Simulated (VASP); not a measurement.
# TePb (rocksalt type) (Fm-3m) in VASP: a series of runs

Runs on TePb (rocksalt type). Level: PBE. Tasks: single point.

All numbers are computed with VASP 6.6.1; they aren't measurements. Logs are shortened: lines on timing, memory, paths and dates and some standing lists are left out, and cuts for length are marked.

## 1. The cell of the first run

The structure is cubic, space group Fm-3m (No. 225). The conventional cell has a = 6.567 Å, b = 6.567 Å, c = 6.567 Å, α = 90.00°, β = 90.00°, γ = 90.00°. Within 4.3 Å of Pb (site symmetry m-3m) lie 6 Te at 3.28 Å. Within 4.3 Å of Te (site symmetry m-3m) lie 6 Pb at 3.28 Å.

## 2. Single point, PBE

INCAR reads:

```
SYSTEM = TePb
ALGO = Normal
EDIFF = 1E-7
ENCUT = 520
GGA = PE
ISIF = 2
ISMEAR = -1
LASPH = .TRUE.
LCHARG = .TRUE.
LELF = .TRUE.
LREAL = .FALSE.
LVHAR = .TRUE.
LWAVE = .FALSE.
NBANDS = 17
NELM = 60
PREC = Accurate
SIGMA = 0.03
```

KPOINTS reads:

```
k-points
0
G
  9 9 9
  0 0 0
```

POSCAR reads:

```
TePb
1.0
    0.0000000000      3.2835710949      3.2835710949
    3.2835710949      0.0000000000      3.2835710949
    3.2835710949      3.2835710949      0.0000000000
Pb Te
1 1
Direct
    0.0000000000      0.0000000000      0.0000000000
    0.5000000000      0.5000000000      0.5000000000
```

Potentials or basis: VASP PAW PBE potentials, release 64 (Pb_d, Te).

Command:

```bash
> cat potpaw_PBE.64/Pb_d/POTCAR potpaw_PBE.64/Te/POTCAR > POTCAR
> mpirun -np 1 vasp_std > vasp.out
```

OUTCAR:

```text
SYSTEM = TePb
   EDIFF = 1E-7
   ENCUT = 520
   GGA = PE
   ISIF = 2
   ISMEAR = -1
   LASPH = .TRUE.
   LREAL = .FALSE.
   NELM = 60
   PREC = Accurate

 ion  position               nearest neighbor table
   1  0.000  0.000  0.000-   2 3.28   2 3.28   2 3.28   2 3.28   2 3.28   2 3.28
   2  0.500  0.500  0.500-   1 3.28   1 3.28   1 3.28   1 3.28   1 3.28   1 3.28

  LATTYP: Found a face centered cubic cell.
 ALAT       =     6.5671421898

  Lattice vectors:

 A1 = (   0.0000000000,   3.2835710949,   3.2835710949)
 A2 = (   3.2835710949,   0.0000000000,   3.2835710949)
 A3 = (   3.2835710949,   3.2835710949,   0.0000000000)

Analysis of symmetry for initial positions (statically):
=====================================================================
 Subroutine PRICEL returns:
 Original cell was already a primitive cell.

 Routine SETGRP: Setting up the symmetry group for a
 face centered cubic supercell.

 Subroutine GETGRP returns: Found 48 space group operations
 (whereof 48 operations were pure point group operations)
 out of a pool of 48 trial point group operations.

The static configuration has the point symmetry O_h .

Analysis of symmetry for dynamics (positions and initial velocities):
=====================================================================
 Subroutine PRICEL returns:
 Original cell was already a primitive cell.

 Routine SETGRP: Setting up the symmetry group for a
 face centered cubic supercell.

 Subroutine GETGRP returns: Found 48 space group operations
 (whereof 48 operations were pure point group operations)
 out of a pool of 48 trial point group operations.

The dynamic configuration has the point symmetry O_h .

 Subroutine INISYM returns: Found 48 space group operations
 (whereof 48 operations are pure point group operations),
 and found     1 'primitive' translations

----------------------------------------------------------------------------------------

                                     Primitive cell

  volume of cell :      70.8059

  direct lattice vectors                    reciprocal lattice vectors
     0.000000000  3.283571095  3.283571095    -0.152273237  0.152273237  0.152273237
     3.283571095  0.000000000  3.283571095     0.152273237 -0.152273237  0.152273237
     3.283571095  3.283571095  0.000000000     0.152273237  0.152273237 -0.152273237

  length of vectors
     4.643670775  4.643670775  4.643670775     0.263744983  0.263744983  0.263744983

  position of ions in fractional coordinates (direct lattice)
     0.000000000  0.000000000  0.000000000
[... 77 lines left out ...]
   NELM   =     60;   NELMIN=  2; NELMDL= -5     # of ELM steps
   EDIFF  = 0.1E-06   stopping-criterion for ELM
   LREAL  =      F    real-space projection
   EDIFFG = 0.1E-05   stopping-criterion for IOM
   NSW    =      0    number of steps for IOM
   IBRION =     -1    ionic relax: 0-MD 1-quasi-New 2-CG
   NFREE  =      0    steps in history (QN), initial steepest desc. (CG)
   ISIF   =      2    stress and relaxation
   ISYM   =      2    0-nonsym 1-usesym 2-fastsym
   POTIM  = 0.5000    time-step for ionic-motion
   TEBEG  =    0.0;   TEEND  =   0.0 temperature during run
   PSTRESS=    0.0 pullay stress
   NELECT =      20.0000    total number of electrons
   NUPDOWN=      -1.0000    fix difference up-down
   EMIN   =  10.00;   EMAX   =-10.00  energy-range for DOS
   EFERMI =   0.00;   METHOD = LEGACY
   ISMEAR =    -1;   SIGMA  =   0.03  broadening in eV -4-tet -1-fermi 0-gaus
   EFERMI_NEDOS =   21; number of points for ismear=-14 and -15
   IALGO  =     38    algorithm
   IMIX   =      4    mixing-type and parameters
     AMIX     =   0.40;   BMIX     =  1.00
     AMIX_MAG =   1.60;   BMIX_MAG =  1.00
  volume/ion in A,a.u.               =      35.40       238.91
  Fermi-wavevector in a.u.,A,eV,Ry     =   1.074142  2.029834 15.698147  1.153781
  Thomas-Fermi vector in A             =   2.209962
   LORBIT       =      0    0 simple, 1 ext, 2 COOP (PROOUT), +10 PAW based schemes
   GGA     = PE    functional components
   LHFCALC =     F    Hartree Fock is set to
   AEXX    =    0.0000 exact exchange contribution
   IVDW    =     0    specifies the selected vdW correction
   LEPSILON=     F    determine dielectric tensor
   LRPA    =     F    only Hartree local field effects (RPA)
 non-spin polarized calculation
  energy-cutoff  :      520.00
  volume of cell :       70.81
 maximum number of plane-waves:      1932
   NGX = 17   NGY = 17   NGZ = 17

 number of electron      19.9999999 magnetization

 Free energy of the ion-electron system (eV)
  ---------------------------------------------------
  ext. energy  EPLUGINS =         0.00000000
  ---------------------------------------------------
  free energy    TOTEN  =        -7.52330256 eV

  energy without entropy =       -7.52330256  energy(sigma->0) =       -7.52330256

 E-fermi :   5.4438     XC(G=0):  -9.0838

 val. band max:        4.9492943104   @ k =   0.4444   0.0000   0.0000
 cond. band min:       5.9352335590   @ k =   0.4444   0.0000   0.0000
 fundamental gap:      0.9859392486
 Fermi energy:         5.4438050761

 k-point     1 :       0.0000    0.0000    0.0000
  band No.  band energies     occupation
      1     -11.6364      2.00000
      2     -11.6364      2.00000
      3     -11.6306      2.00000
      4     -11.6306      2.00000
      5     -11.6306      2.00000
      6      -6.6148      2.00000
[... 457 lines left out ...]
      4     -11.6102      2.00000
      5     -11.6102      2.00000
      6      -5.1655      2.00000
[... 9 lines left out ...]
     16      15.0730      0.00000
     17      16.3669      0.00000

 [... further k-points ...]

------------------------ aborting loop because EDIFF is reached ----------------------------------------

  FORCE on cell =-STRESS in cart. coord.  units (eV):
  Direction    XX          YY          ZZ          XY          YZ          ZX
  --------------------------------------------------------------------------------------
  -------------------------------------------------------------------------------------
  Total       -0.0005628     -0.0005628     -0.0005628     -0.0000000      0.0000000     -0.0000000
  in kB       -0.0127341     -0.0127341     -0.0127341     -0.0000000      0.0000000     -0.0000000
  external PRESSURE =      -0.0127341 kB  Pullay stress =       0.0000000 kB

 VOLUME and BASIS-vectors are now :
 -----------------------------------------------------------------------------
  energy-cutoff  :      520.00
  volume of cell :       70.81
      direct lattice vectors                 reciprocal lattice vectors
     0.000000000  3.283571095  3.283571095    -0.152273237  0.152273237  0.152273237
     3.283571095  0.000000000  3.283571095     0.152273237 -0.152273237  0.152273237
     3.283571095  3.283571095  0.000000000     0.152273237  0.152273237 -0.152273237

 POSITION                                       TOTAL-FORCE (eV/Angst)
 -----------------------------------------------------------------------------------
      0.00000      0.00000      0.00000         0.000000      0.000000      0.000000
      3.28357      3.28357      3.28357         0.000000     -0.000000      0.000000
 -----------------------------------------------------------------------------------
    total drift:                               -0.000000      0.000000      0.000000

  FREE ENERGIE OF THE ION-ELECTRON SYSTEM (eV)
  ---------------------------------------------------
  free  energy   TOTEN  =        -7.5233025637 eV

  energy  without entropy=       -7.5233025620  energy(sigma->0) =       -7.52330256
```

Run time: 36 s. Hardware: 1 thread of Intel Xeon Platinum 8375C at 2.90GHz (Ice Lake), shared host; peak memory 0.22 GiB.

Results:

* Free energy: -7.5233 eV
* Pressure: 0.0 GPa

Levels at points of the mesh, in eV from the Fermi level:
```csv
k point,band 6,band 7,band 8,band 9,band 10,band 11,band 12,band 13,band 14,band 15
"(0.00, 0.00, 0.00)",-12.06,-6.14,-1.60,-1.60,-1.60,3.59,3.59,3.59,5.48,5.48
```

Caveat: this odd mesh misses L, so gap, dielectric constants and Born charges aren't listed; spin-orbit coupling is left out, which moves the levels of the heavy elements.

## 3. Single point, PBE, non-collinear spin, zero start, spin-orbit coupling

INCAR reads:

```
PREC     = Accurate       # precision mode
ENCUT    = 520            # plane-wave cutoff, eV
EDIFF    = 1E-7           # SCF threshold, eV
ISMEAR   = -1             # smearing method
SIGMA    = 0.03           # smearing width, eV
LREAL    = F              # projectors in reciprocal space
LASPH    = T              # aspherical terms in the spheres
NELM     = 150            # most SCF steps
ALGO     = Normal         # electronic algorithm
ISIF     = 2              # what is computed and relaxed
LWAVE    = F              # write WAVECAR
LCHARG   = F              # write CHGCAR
LNONCOLLINEAR= T              # non-collinear magnetism
MAGMOM   = 0 0 0 0 0 0    # initial moments
LORBIT   = 11             # projections on sites
LSORBIT  = T              # spin-orbit coupling
GGA_COMPAT= F            
LORBMOM  = T            
GGA      = PE             # functional
NBANDS   = 32             # bands
```

KPOINTS reads:

```
regular mesh
0
Gamma
  9 9 9
```

POSCAR is that of step 2.

Potentials or basis: VASP PAW PBE potentials, release 64 (Pb_d, Te).

Command:

```bash
> cat potpaw_PBE.64/Pb_d/POTCAR potpaw_PBE.64/Te/POTCAR > POTCAR
> mpirun -np 1 vasp_ncl > vasp.out
```

It took 3 min on 1 thread of Intel Xeon Platinum 8375C at 2.90GHz (Ice Lake), shared host; peak memory 0.46 GiB.

It converged, with:

- Free energy: -8.0548 eV
- Pressure: 0.0 GPa
- Net moment: 0.00 μB per cell
- Valence electrons inside the program's atomic spheres: Pb 11.86; Te 3.37

Moments on the atoms (μB; x, y, z):
```
Pb  0.00 0.00 0.00
Te  0.00 0.00 0.00
```

Caveat: this odd mesh misses L, so gap, dielectric constants and Born charges aren't listed.
